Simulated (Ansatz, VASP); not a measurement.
**Ge: VASP beside Ansatz**

File POSCAR:

```
Ge
1.0
    1.4670064500     -2.7305418000      0.0000000000
    1.4670064500      2.7305418000      0.0000000000
    0.0000000000      0.0000000000      2.6982310000
Ge
1
Direct
    0.5000000000      0.5000000000      0.0000000000
```

File INCAR.step1:

```
ALGO = Normal ; EDIFF = 1E-4
ENCUT = 520 ; GGA = PE
ISMEAR = 0 ; LASPH = T
LCHARG = F ; LREAL = F
LWAVE = T ; NBANDS = 13
NELM = 80 ; PREC = Accurate
SIGMA = 0.15
```

Contents of INCAR.step2:

```
ALGO = Normal ; EDIFF = 1E-6
ENCUT = 520 ; ISIF = 2
ISMEAR = 0 ; ISTART = 1
LASPH = T ; LCHARG = T
LELF = T ; LMIXTAU = T
LREAL = F ; LVHAR = T
LWAVE = F ; METAGGA = R2SCAN
NBANDS = 13 ; NELM = 80
PREC = Accurate ; SIGMA = 0.15
```

Contents of KPOINTS:

```
k-points
0
Gamma
  20 20 18
```

Input for Ansatz:

```yaml
crystal:
  lattice:
    - [1.46700645, -2.7305418, 0.0]
    - [1.46700645, 2.7305418, 0.0]
    - [0.0, 0.0, 2.698231]
  atoms:
    - { symbol: Ge, position: [0.5, 0.5, 0.0] }
basis:
  ecutwfc: 500
kpoints:
  mp_grid: { grid: [20, 20, 18] }
hamiltonian:
  xc: r2scan
scf:
  occupations: { method: gaussian, width: 0.15 }
output:
  forces: true
  stress: true
  eigenvalues: true
```

Change from the starting cell: strain +0.0500 x Voigt [1, 1, 0, 0, 0, 0], atoms carried along.

Alike in both runs: task single point; functional r2SCAN; k mesh 20 × 20 × 18; occupations gaussian, width 0.15 eV; no spin polarisation.

```csv
,VASP,Ansatz
version,VASP 6.6.1,Ansatz 0.2.0
potentials or method,"VASP PAW PBE potentials, release 64 (Ge_d), cutoff 520 eV","scalar-relativistic, plane waves, PAW"
valence electrons in the cell,14,14
```

```csv
,VASP,Ansatz,Ansatz less VASP
gap on the k mesh at the Fermi level (eV),none,none,-
pressure (GPa),-7.7,-7.6,+0.13
"traceless stress, the component that is largest in VASP (GPa)",3.63,3.62,-0.012
```

VASP's potentials were made for PBE, not for r2SCAN. A gap of «none» marks a metal or a gap that the smearing closes.
